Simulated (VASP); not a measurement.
Runs of VASP 6.6.1 on Ru. The structure is that of space group P6_3/mmc (No. 194), or close to it. The cells are those of the table. 

| task | cell | cutoff (eV) | gap on the mesh (eV) | pressure (GPa) |
| --- | --- | --- | --- | --- |
| relaxation of cell and atoms | relaxed to 520 GPa from a = 2.272, b = 2.272, c = 3.646 Å, angles 90.0, 90.0, 120.0°, 2 atoms | 600 | none | 520.0 |
| single point | a = 2.272, b = 2.272, c = 3.646 Å, angles 90.0, 90.0, 120.0°, 2 atoms | 520 | none | (a) |
| relaxation of cell and atoms | relaxed to 520 GPa from a = 2.269, b = 2.269, c = 3.675 Å, angles 90.0, 90.0, 120.0°, 2 atoms | 600 | none | 520.0 |
| single point | a = 2.272, b = 2.272, c = 3.647 Å, angles 90.0, 90.0, 120.0°, 2 atoms | 520 | none | 529.5 |

Alike in all rows: level PBEsol; potentials or basis VASP PAW PBE potentials, release 64 (Ru_pv); no spin polarisation; k mesh 20 × 20 × 11; smearing fermi-dirac 0.1 eV.

Estimate the missing entries.

(a) 530.2.

Caveats: the PAW data sets were made with another functional, which shifts forces and pressure a little; the cell is relaxed towards a set pressure, so the enthalpy falls and the energy may rise (some runs).

A k mesh can miss the band edges, and the runs leave out spin-orbit coupling on Ru.

A gap of «none» marks levels without a gap at the run's occupations.
